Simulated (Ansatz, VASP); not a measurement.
**One calculation of Be, two programs**

```
CELL_PARAMETERS angstrom
2.24244 0.00000 0.00000
-1.12122 1.94201 0.00000
0.00000 0.00000 3.63275
ATOMIC_POSITIONS crystal
Be 0.21333 0.60667 0.16000
Be 0.78667 0.39333 0.84000
```

Change from the starting cell: shortest bond scaled by 0.64, crystal datasets.

Alike in both runs: task electric field gradients; functional PBEsol; k mesh 15 × 15 × 8; occupations fermi-dirac, width 0.05 eV; no spin polarisation.

```csv
,VASP,Ansatz
version,VASP 6.6.1,Ansatz 0.2.0
potentials or method,"VASP PAW PBE potentials, release 64 (Be), cutoff 520 eV","all-electron PAW with datasets made for the crystal, scalar-relativistic"
```

Ansatz gave:

| Property | Result |
| --- | --- |
| pressure (GPa) | 46.3 |
| traceless stress, the component that is largest in VASP (GPa) | 59.22 |
| rms of the force components (eV/Å) | 6.985 |
| size of Vzz on the site where it differs most (V/Å²) | 5.3 |

**Question.** Estimate VASP's values.

**Answer.** Pressure (GPa): 47.5; traceless stress, the component that is largest in VASP (GPa): 59.86; rms of the force components (eV/Å): 7.077; size of Vzz on the site where it differs most (V/Å²): 6.3.

VASP's potentials were made for PBE, not for PBEsol. Atom by atom the forces differ by 0.093 eV/Å (rms over components). Both programs put the cell under a high pressure, so it lies far from rest at this level. Ansatz ran all-electron here, and VASP with PAW potentials.
